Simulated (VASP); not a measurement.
Here is a VASP 6.6.1 calculation.

The input INCAR:

```
SYSTEM = BiTe
ALGO = Normal
EDIFF = 1E-6
ENCUT = 520
GGA = PS
ISIF = 2
ISMEAR = 0
LASPH = .TRUE.
LCHARG = .TRUE.
LELF = .TRUE.
LREAL = .FALSE.
LVHAR = .TRUE.
LWAVE = .FALSE.
NBANDS = 29
NELM = 60
PREC = Accurate
SIGMA = 0.1
```

KPOINTS

```
k-points
0
G
  12 12 8
  0 0 0
```

POSCAR

```
BiTe
1.0
    3.2930684469      3.2930684469      0.0000000000
   -3.2930684469      3.2930684469      0.0000000000
    0.0000000000      0.0000000000      6.2792101260
Bi Te
2 2
Direct
    0.0000000000      0.0000000000      0.0000000000
    0.5000000000      0.5000000000      0.5000000000
    0.5000000000      0.5000000000      0.0000000000
    0.0000000000      0.0000000000      0.5000000000
```

Potentials or basis: VASP PAW PBE potentials, release 64 (Bi_d, Te).

Run with:

```bash
$ cat potpaw_PBE.64/Bi_d/POTCAR potpaw_PBE.64/Te/POTCAR > POTCAR
$ mpirun -np 1 vasp_std > vasp.out
```

(1) Estimate the band gap on the k mesh.

(2) Estimate the pressure.

Results:

(1) zero (bands 21 and 22 overlap by 3.38 eV).

(2) -1.8 GPa.

Caveat: the cell differs from its parent crystal (biaxial strain in the a-b plane: +3.0 %); the PAW data sets were made with another functional, which shifts forces and pressure a little; spin-orbit coupling is left out, which moves the levels of the heavy elements.
